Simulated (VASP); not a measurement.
AlN: single point with r2SCAN

The system is AlN.

```
Al N
1.0
     3.11100    0.00000    0.00000
    -1.55550    2.69421    0.00000
     0.00000    0.00000    4.97800
Al N
2 2
Direct
  0.33333 0.66667 0.98436
  0.66667 0.33333 0.48436
  0.33333 0.66667 0.41513
  0.66667 0.33333 0.91513
```

This cell differs from its parent crystal: mode 7 (591.5 1/cm) frozen in, largest displacement +0.150 Å.

- Program: VASP 6.6.1
- Task: single point
- Functional: r2SCAN
- Potentials or basis: VASP PAW PBE potentials, release 64 (Al, N)
- Cutoff: 520 eV
- k mesh: 12 × 12 × 6
- Occupations: gaussian, width 0.05 eV
- Spin: no spin polarisation
- Dipole correction: no
- Further INCAR settings: ALGO = Normal; EDIFF = 1e-06; NBANDS = 16

The pressure is 2.5 GPa. The largest force is 1.446 eV/Å and the band gap on the k mesh is 4.06 eV, direct.

Forces on the atoms (eV/Å):
```
Al   0.000  0.000  1.446
Al   0.000  0.000  1.446
N    0.000  0.000 -1.446
N    0.000  0.000 -1.446
```

Stress tensor (GPa, compression positive):
```
  9.44   0.00   0.00
  0.00   9.44   0.00
  0.00   0.00 -11.39
```

Levels at points of the mesh, in eV from the valence-band top:
```csv
k point,band 6,band 7,band 8,band 9,band 10,band 11
"(0.00, 0.00, 0.00)",-1.33,-1.33,0.00,4.06,6.90,11.19
"(0.50, 0.00, 0.00)",-3.14,-2.06,-1.74,5.98,6.14,7.91
"(0.00, 0.00, 0.50)",-1.67,-1.67,-1.67,6.73,6.73,10.54
"(0.50, 0.00, 0.50)",-2.51,-1.80,-1.80,5.42,5.42,8.93
```

It took 2.5 min on 1 thread of Intel Xeon 6975P-C (shared host), peak memory 0.19 GiB.

Caveat: the cell differs from its parent crystal (mode 7 (591.5 1/cm) frozen in, largest displacement +0.150 Å); the PAW data sets were made with another functional, which shifts forces and pressure a little. A k mesh can miss the band edges.
